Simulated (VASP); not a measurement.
# HgTe (I-4m2) in VASP: a series of runs, part 2 of 2

VASP 6.6.1.

**3. Single point, PBEsol**

This run uses another cell than the first one, of 30.09 Å³/atom.

INCAR reads:

```
PREC = Accurate
ENCUT = 520
EDIFF = 1E-6
ISMEAR = -1
SIGMA = 0.1
LREAL = False
LASPH = True
NELM = 80
ALGO = Normal
ISIF = 2
LWAVE = False
LCHARG = False
GGA = PS
NBANDS = 16
```

KPOINTS reads:

```
regular mesh
0
Gamma
  8 8 8
```

POSCAR reads:

```
HgTe
1.0
   -3.0856782803      3.0856782803      1.5799309059
    3.0856782803     -3.0856782803      1.5799309059
    3.0856782803      3.0856782803     -1.5799309059
Hg Te
1 1
Direct
    0.2500000000      0.7500000000      0.5000000000
    0.0000000000      0.0000000000      0.0000000000
```

Potentials or basis: VASP PAW PBE potentials, release 64 (Hg, Te).

Run with:

```bash
$ cat potpaw_PBE.64/Hg/POTCAR potpaw_PBE.64/Te/POTCAR > POTCAR
$ mpirun -np 1 vasp_std > vasp.out
```

OUTCAR:

```text
PREC = Accurate
   ENCUT = 520
   EDIFF = 1E-6
   ISMEAR = -1
   LREAL = False
   LASPH = True
   NELM = 80
   ISIF = 2
   GGA = PS

 ion  position               nearest neighbor table
   1  0.250  0.750  0.500-   2 3.19   2 3.19   2 3.19   2 3.19
   2  0.000  0.000  0.000-   1 3.19   1 3.19   1 3.19   1 3.19

  LATTYP: Found a body centered tetragonal cell.
 ALAT       =     6.1713565606
 C/A-ratio  =     0.5120206199

  Lattice vectors:

 A1 = (  -3.0856782803,   3.0856782803,   1.5799309059)
 A2 = (   3.0856782803,  -3.0856782803,   1.5799309059)
 A3 = (   3.0856782803,   3.0856782803,  -1.5799309059)

Analysis of symmetry for initial positions (statically):
=====================================================================
 Subroutine PRICEL returns:
 Original cell was already a primitive cell.

 Routine SETGRP: Setting up the symmetry group for a
 body centered tetragonal supercell.

 Subroutine GETGRP returns: Found  8 space group operations
 (whereof  8 operations were pure point group operations)
 out of a pool of 16 trial point group operations.

The static configuration has the point symmetry D_2d.

Analysis of symmetry for dynamics (positions and initial velocities):
=====================================================================
 Subroutine PRICEL returns:
 Original cell was already a primitive cell.

 Routine SETGRP: Setting up the symmetry group for a
 body centered tetragonal supercell.

 Subroutine GETGRP returns: Found  8 space group operations
 (whereof  8 operations were pure point group operations)
 out of a pool of 16 trial point group operations.

The dynamic configuration has the point symmetry D_2d.

 Subroutine INISYM returns: Found  8 space group operations
 (whereof  8 operations are pure point group operations),
 and found     1 'primitive' translations

----------------------------------------------------------------------------------------

                                     Primitive cell

  volume of cell :      60.1727

  direct lattice vectors                    reciprocal lattice vectors
    -3.085678280  3.085678280  1.579930906     0.000000000  0.162038928  0.316469536
     3.085678280 -3.085678280  1.579930906     0.162038928  0.000000000  0.316469536
     3.085678280  3.085678280 -1.579930906     0.162038928  0.162038928  0.000000000

  length of vectors
     4.641013097  4.641013097  4.641013097     0.355541251  0.355541251  0.229157649

  position of ions in fractional coordinates (direct lattice)
     0.250000000  0.750000000  0.500000000
     0.000000000  0.000000000  0.000000000

  ion indices of the primitive-cell ions
   primitive index   ion index
                 1           1
                 2           2

----------------------------------------------------------------------------------------

 KPOINTS: regular mesh

Automatic generation of k-mesh.
 Grid dimensions read from file:
 generate k-points for:    8    8    8

 Generating k-lattice:

  Cartesian coordinates                     Fractional coordinates (reciprocal lattice)
     0.000000000  0.020254866  0.039558692     0.125000000  0.000000000  0.000000000
     0.020254866  0.000000000  0.039558692     0.000000000  0.125000000  0.000000000
     0.020254866  0.020254866  0.000000000     0.000000000  0.000000000  0.125000000

  Length of vectors
     0.044442656  0.044442656  0.028644706

  Shift w.r.t. Gamma in fractional coordinates (k-lattice)
     0.000000000  0.000000000  0.000000000

 Subroutine IBZKPT returns following result:
 ===========================================

 Found     59 irreducible k-points:

 Following reciprocal coordinates:
            Coordinates               Weight
  0.000000  0.000000  0.000000      1.000000
  0.125000 -0.000000  0.000000      8.000000
  0.250000 -0.000000  0.000000      8.000000
  0.375000 -0.000000  0.000000      8.000000
  0.500000 -0.000000  0.000000      4.000000
  0.125000  0.125000  0.000000      8.000000
[... 16 lines left out ...]
  0.250000  0.125000  0.125000     16.000000
  0.375000  0.125000  0.125000      8.000000
 [... further k-points ...]
   k-points           NKPTS =     59   k-points in BZ     NKDIM =     59   number of bands    NBANDS=     16
   number of dos      NEDOS =    301   number of ions     NIONS =      2
   total plane-waves  NPLWV =  46656
   dimension x,y,z NGX =    36 NGY =   36 NGZ =   36
   dimension x,y,z NGXF=    72 NGYF=   72 NGZF=   72
   ions per type =               1   1
   NGX,Y,Z   is equivalent  to a cutoff of  12.90, 12.90, 12.90 a.u.
   NGXF,Y,Z  is equivalent  to a cutoff of  25.79, 25.79, 25.79 a.u.
 SYSTEM =  unknown system
   PREC   = accura    normal or accurate (medium, high low for compatibility)
   ISTART =      0    job   : 0-new  1-cont  2-samecut
   ICHARG =      2    charge: 1-file 2-atom 10-const
   ISPIN  =      1    spin polarized calculation?
   LNONCOLLINEAR =      F non collinear calculations
   LSORBIT =      F    spin-orbit coupling
   LASPH  =      T    aspherical Exc in radial PAW
   ENCUT  =  520.0 eV  38.22 Ry    6.18 a.u.   8.63  8.63  8.63*2*pi/ulx,y,z
   NELM   =     80;   NELMIN=  2; NELMDL= -5     # of ELM steps
   EDIFF  = 0.1E-05   stopping-criterion for ELM
   LREAL  =      F    real-space projection
   EDIFFG = 0.1E-04   stopping-criterion for IOM
   NSW    =      0    number of steps for IOM
   IBRION =     -1    ionic relax: 0-MD 1-quasi-New 2-CG
   NFREE  =      0    steps in history (QN), initial steepest desc. (CG)
   ISIF   =      2    stress and relaxation
   ISYM   =      2    0-nonsym 1-usesym 2-fastsym
   POTIM  = 0.5000    time-step for ionic-motion
   TEBEG  =    0.0;   TEEND  =   0.0 temperature during run
   PSTRESS=    0.0 pullay stress
   NELECT =      18.0000    total number of electrons
   NUPDOWN=      -1.0000    fix difference up-down
   EMIN   =  10.00;   EMAX   =-10.00  energy-range for DOS
   EFERMI =   0.00;   METHOD = LEGACY
   ISMEAR =    -1;   SIGMA  =   0.10  broadening in eV -4-tet -1-fermi 0-gaus
   EFERMI_NEDOS =   21; number of points for ismear=-14 and -15
   IALGO  =     38    algorithm
   IMIX   =      4    mixing-type and parameters
     AMIX     =   0.40;   BMIX     =  1.00
     AMIX_MAG =   1.60;   BMIX_MAG =  1.00
  volume/ion in A,a.u.               =      30.09       203.03
  Fermi-wavevector in a.u.,A,eV,Ry     =   1.094878  2.069020 16.310101  1.198759
  Thomas-Fermi vector in A             =   2.231191
   LORBIT       =      0    0 simple, 1 ext, 2 COOP (PROOUT), +10 PAW based schemes
   GGA     = PS    functional components
   LHFCALC =     F    Hartree Fock is set to
   AEXX    =    0.0000 exact exchange contribution
   IVDW    =     0    specifies the selected vdW correction
   LEPSILON=     F    determine dielectric tensor
   LRPA    =     F    only Hartree local field effects (RPA)
 non-spin polarized calculation
  energy-cutoff  :      520.00
  volume of cell :       60.17
 maximum number of plane-waves:      1650
   NGX = 17   NGY = 17   NGZ = 17

 number of electron      18.0000003 magnetization

 Free energy of the ion-electron system (eV)
  ---------------------------------------------------
  ext. energy  EPLUGINS =         0.00000000
  ---------------------------------------------------
  free energy    TOTEN  =        -4.07519378 eV

  energy without entropy =       -4.05368796  energy(sigma->0) =       -4.06444087

 E-fermi :   3.8639     XC(G=0):  -9.8081

 val. band max:        3.7428308628   @ k =   0.5000  -0.0000   0.0000
 cond. band min:       3.8743332835   @ k =   0.2500  -0.0000   0.0000
 fundamental gap:      0.1315024207
 Fermi energy:         3.8639066831

 k-point     1 :       0.0000    0.0000    0.0000
  band No.  band energies     occupation
      1      -8.3851      2.00000
      2      -3.3268      2.00000
      3      -2.6670      2.00000
      4      -2.6006      2.00000
      5      -2.2038      2.00000
      6      -2.2038      2.00000
[... 8 lines left out ...]
     15      13.7914      0.00000
     16      14.6088      0.00000
[... 419 lines left out ...]
 k-point    24 :       0.3750    0.1250    0.1250
  band No.  band energies     occupation
      1      -6.0736      2.00000
      2      -2.9600      2.00000
      3      -2.7640      2.00000
      4      -2.5633      2.00000
      5      -2.4273      2.00000
      6      -2.1890      2.00000
[... 8 lines left out ...]
     15      12.3294      0.00000
     16      13.2239      0.00000

 [... further k-points ...]

------------------------ aborting loop because EDIFF is reached ----------------------------------------

  FORCE on cell =-STRESS in cart. coord.  units (eV):
  Direction    XX          YY          ZZ          XY          YZ          ZX
  --------------------------------------------------------------------------------------
  -------------------------------------------------------------------------------------
  Total       -1.8530756     -1.8530756     -1.6914379      0.0000000      0.0000000      0.0000000
  in kB      -49.3405909    -49.3405909    -45.0367739      0.0000000      0.0000000      0.0000000
  external PRESSURE =     -47.9059853 kB  Pullay stress =       0.0000000 kB

 VOLUME and BASIS-vectors are now :
 -----------------------------------------------------------------------------
  energy-cutoff  :      520.00
  volume of cell :       60.17
      direct lattice vectors                 reciprocal lattice vectors
    -3.085678280  3.085678280  1.579930906     0.000000000  0.162038928  0.316469536
     3.085678280 -3.085678280  1.579930906     0.162038928  0.000000000  0.316469536
     3.085678280  3.085678280 -1.579930906     0.162038928  0.162038928  0.000000000

 POSITION                                       TOTAL-FORCE (eV/Angst)
 -----------------------------------------------------------------------------------
      3.08568      0.00000      0.78997        -0.000000     -0.000000      0.000000
      0.00000      0.00000      0.00000         0.000000      0.000000     -0.000000
 -----------------------------------------------------------------------------------
    total drift:                                0.000000     -0.000000      0.000000

  FREE ENERGIE OF THE ION-ELECTRON SYSTEM (eV)
  ---------------------------------------------------
  free  energy   TOTEN  =        -4.0751937833 eV

  energy  without entropy=       -4.0536879636  energy(sigma->0) =       -4.06444087
```

stdout:

```text
POSCAR found type information on POSCAR HgTe
 POSCAR found :  2 types and       2 ions
 scaLAPACK will be used
 -----------------------------------------------------------------------------
|                                                                             |
|                                                                             |
|     You enforced a specific xc type in the INCAR file but a different       |
|     I HOPE YOU KNOW WHAT YOU ARE DOING!                                     |
|                                                                             |
 -----------------------------------------------------------------------------

 LDA part: xc-table for (Slater+PW92), standard interpolation
 POSCAR, INCAR and KPOINTS ok, starting setup
 FFT: planning ... GRIDC
 FFT: planning ... GRID_SOFT
 FFT: planning ... GRID
 WAVECAR not read
 entering main loop
```

It took 85 s on 1 thread of Intel Xeon 8259CL, shared host; peak memory 0.24 GiB.

Results:

```
Free energy            : -4.0752 eV
Pressure               : -4.8 GPa
Band gap on the k mesh : zero (bands 9 and 10 overlap by 2.80 eV)
```

Caveat: the cell stands under tension; the PAW data sets were made with another functional, which shifts forces and pressure a little; spin-orbit coupling is left out, which moves the levels of the heavy elements.

**4. Single point, PBEsol**

This run uses another cell than the first one, of 30.66 Å³/atom.

INCAR reads:

```
  PREC = Accurate
  ENCUT = 520
  EDIFF = 1E-6
  ISMEAR = -1
  SIGMA = 0.1
  LREAL = False
  LASPH = True
  NELM = 80
  ALGO = Normal
  ISIF = 2
  LWAVE = False
  LCHARG = False
  GGA = PS
  NBANDS = 16
```

KPOINTS reads:

```
Automatic mesh
0
Gamma
  8 8 8
```

POSCAR reads:

```
HgTe
1.0
   -3.1053328120      3.1053328120      1.5899944314
    3.1053328120     -3.1053328120      1.5899944314
    3.1053328120      3.1053328120     -1.5899944314
Hg Te
1 1
Direct
    0.2500000000      0.7500000000      0.5000000000
    0.0000000000      0.0000000000      0.0000000000
```

Potentials or basis: VASP PAW PBE potentials, release 64 (Hg, Te).

Run with:

```bash
$ cat potpaw_PBE.64/Hg/POTCAR potpaw_PBE.64/Te/POTCAR > POTCAR
$ mpirun -np 1 vasp_std > vasp.out
```

OUTCAR:

```text
PREC = Accurate
   ENCUT = 520
   EDIFF = 1E-6
   ISMEAR = -1
   LREAL = False
   LASPH = True
   NELM = 80
   ISIF = 2
   GGA = PS

 ion  position               nearest neighbor table
   1  0.250  0.750  0.500-   2 3.21   2 3.21   2 3.21   2 3.21
   2  0.000  0.000  0.000-   1 3.21   1 3.21   1 3.21   1 3.21

  LATTYP: Found a body centered tetragonal cell.
 ALAT       =     6.2106656240
 C/A-ratio  =     0.5120206199

  Lattice vectors:

[... 639 lines left out ...]

 [... further k-points ...]

------------------------ aborting loop because EDIFF is reached ----------------------------------------

  FORCE on cell =-STRESS in cart. coord.  units (eV):
  Direction    XX          YY          ZZ          XY          YZ          ZX
  --------------------------------------------------------------------------------------
  -------------------------------------------------------------------------------------
  Total       -2.0483001     -2.0483001     -1.9649335      0.0000000      0.0000000      0.0000000
  in kB      -53.5096686    -53.5096686    -51.3318057      0.0000000      0.0000000      0.0000000
  external PRESSURE =     -52.7837143 kB  Pullay stress =       0.0000000 kB

 VOLUME and BASIS-vectors are now :
 -----------------------------------------------------------------------------
  energy-cutoff  :      520.00
  volume of cell :       61.33
      direct lattice vectors                 reciprocal lattice vectors
    -3.105332812  3.105332812  1.589994431     0.000000000  0.161013337  0.314466510
     3.105332812 -3.105332812  1.589994431     0.161013337  0.000000000  0.314466510
     3.105332812  3.105332812 -1.589994431     0.161013337  0.161013337  0.000000000

 POSITION                                       TOTAL-FORCE (eV/Angst)
 -----------------------------------------------------------------------------------
      3.10533      0.00000      0.79500         0.000000     -0.000000      0.000000
      0.00000      0.00000      0.00000        -0.000000      0.000000     -0.000000
 -----------------------------------------------------------------------------------
    total drift:                                0.000000     -0.000000      0.000000

  FREE ENERGIE OF THE ION-ELECTRON SYSTEM (eV)
  ---------------------------------------------------
  free  energy   TOTEN  =        -4.0390586272 eV

  energy  without entropy=       -4.0165539466  energy(sigma->0) =       -4.02780629
```

OSZICAR:

```text
N       E                     dE             d eps       ncg     rms          rms(c)
DAV:   1     0.960364518138E+02    0.96036E+02   -0.76563E+03  1888   0.957E+02
DAV:   2    -0.123277673951E+01   -0.97269E+02   -0.89960E+02  2240   0.224E+02
DAV:   3    -0.416755125394E+01   -0.29348E+01   -0.29275E+01  2360   0.388E+01
DAV:   4    -0.418119001253E+01   -0.13639E-01   -0.13638E-01  2352   0.286E+00
DAV:   5    -0.418135956056E+01   -0.16955E-03   -0.16955E-03  2440   0.323E-01    0.616E+00
DAV:   6    -0.404620608512E+01    0.13515E+00   -0.26805E-01  2152   0.633E+00    0.440E+00
DAV:   7    -0.404005533094E+01    0.61508E-02   -0.38642E-02  2288   0.139E+00    0.163E+00
DAV:   8    -0.403907024434E+01    0.98509E-03   -0.47729E-03  2072   0.766E-01    0.194E-01
DAV:   9    -0.403904250362E+01    0.27741E-04   -0.27133E-04  2512   0.150E-01    0.780E-02
DAV:  10    -0.403905438299E+01   -0.11879E-04   -0.24803E-05  2160   0.384E-02    0.403E-02
DAV:  11    -0.403905858752E+01   -0.42045E-05   -0.49021E-06  2352   0.156E-02    0.340E-03
DAV:  12    -0.403905862719E+01   -0.39671E-07   -0.29344E-07  1112   0.382E-03
   1 F= -.40390586E+01 E0= -.40278063E+01  d E =-.225047E-01
```

stdout:

```text
POSCAR found type information on POSCAR HgTe
 POSCAR found :  2 types and       2 ions
 scaLAPACK will be used
 -----------------------------------------------------------------------------
|                                                                             |
|                                                                             |
|     You enforced a specific xc type in the INCAR file but a different       |
|     I HOPE YOU KNOW WHAT YOU ARE DOING!                                     |
|                                                                             |
 -----------------------------------------------------------------------------

 LDA part: xc-table for (Slater+PW92), standard interpolation
 POSCAR, INCAR and KPOINTS ok, starting setup
 FFT: planning ... GRIDC
 FFT: planning ... GRID_SOFT
 FFT: planning ... GRID
 WAVECAR not read
 entering main loop
```

It took 80 s on 1 thread of Intel Xeon 8259CL, shared host; peak memory 0.24 GiB.

What came out:

```yaml
Free_energy: -4.0391 eV
Pressure: -5.3 GPa
Band_gap_on_the_k_mesh: zero (bands 9 and 10 overlap by 2.71 eV)
```

Levels at points of the mesh, in eV from the Fermi level:
```csv
k point,band 5,band 6,band 7,band 8,band 9,band 10,band 11,band 12,band 13,band 14
"(0.00, 0.00, 0.00)",-6.02,-6.02,-3.45,-2.25,-2.25,3.15,4.63,6.70,6.70,8.86
"(0.50, 0.00, 0.00)",-6.22,-5.99,-4.33,-1.88,-1.01,-0.09,3.06,3.84,5.75,7.94
"(0.50, 0.50, 0.00)",-6.00,-5.98,-5.83,-0.89,1.30,2.00,2.72,3.38,8.58,10.19
"(0.50, 0.50, 0.50)",-6.00,-6.00,-4.19,-3.99,-3.99,2.86,7.20,7.63,7.63,11.62
```

Caveat: the cell stands under tension; the PAW data sets were made with another functional, which shifts forces and pressure a little; spin-orbit coupling is left out, which moves the levels of the heavy elements.

**5. Overview**

| cell | gap on the mesh (eV) | pressure (GPa) |
| --- | --- | --- |
| a = 4.611 Å, angles 96.7, 96.7, 140.2°, 2 atoms | none | -4.2 |
| a = 4.641 Å, angles 96.7, 96.7, 140.2°, 2 atoms | none | -4.8 |
| a = 4.671 Å, angles 96.7, 96.7, 140.2°, 2 atoms | none | -5.3 |

Alike in all rows: task single point; level PBEsol; potentials or basis VASP PAW PBE potentials, release 64 (Hg, Te); no spin polarisation; k mesh 8 × 8 × 8; cutoff (eV) 520; smearing fermi-dirac 0.1 eV.

Caveats: the cell stands under tension; the PAW data sets were made with another functional, which shifts forces and pressure a little; spin-orbit coupling is left out, which moves the levels of the heavy elements.

Absolute energies hang on the potentials; compare differences alone.

The gap in the log of VASP goes by the Fermi energy; the results here count the filled bands.